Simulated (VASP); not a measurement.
FeNi, 2 atoms in the cell. Symmetry: P4/mmm, No. 123, tetragonal system. The conventional cell has a = 2.427 Å, b = 2.427 Å, c = 3.505 Å, α = 90.00°, β = 90.00°, γ = 90.00°. Within 3.2 Å of Fe (site symmetry 4/mmm) lie 4 Fe at 2.43 Å and 8 Ni at 2.45 Å. Within 3.2 Å of Ni (site symmetry 4/mmm) lie 4 Ni at 2.43 Å and 8 Fe at 2.45 Å. 

| Quantity | Value |
| --- | --- |
| Program | VASP 6.6.1 |
| Task | single point |
| Functional | LDA |
| Potentials or basis | VASP PAW LDA potentials, release 64 (Fe, Ni) |
| Cutoff | 520 eV |
| k mesh | 18 × 18 × 12 |
| Occupations | gaussian, width 0.2 eV |
| Spin | collinear spin, ferromagnetic start |
| Starting moments | [2.6, 0.74] μB |
| Dipole correction | no |
| Further INCAR settings | ALGO = Normal; EDIFF = 1e-06; NBANDS = 20 |

Potentials or basis: VASP PAW LDA potentials, release 64 (Fe, Ni).

Command:

```sh
$ cat potpaw_LDA.64/Fe/POTCAR potpaw_LDA.64/Ni/POTCAR > POTCAR
$ mpirun -np 1 vasp_std > vasp.out
```

Hardware: 1 thread of Intel Xeon 8259CL, with other jobs on the host.

Problem. Estimate the wall time of this run.

Solution. It took 9.7 min on 1 thread of Intel Xeon 8259CL, with other jobs on the host, peak memory 0.34 GiB. Counts: scf iterations 16, k points 385.
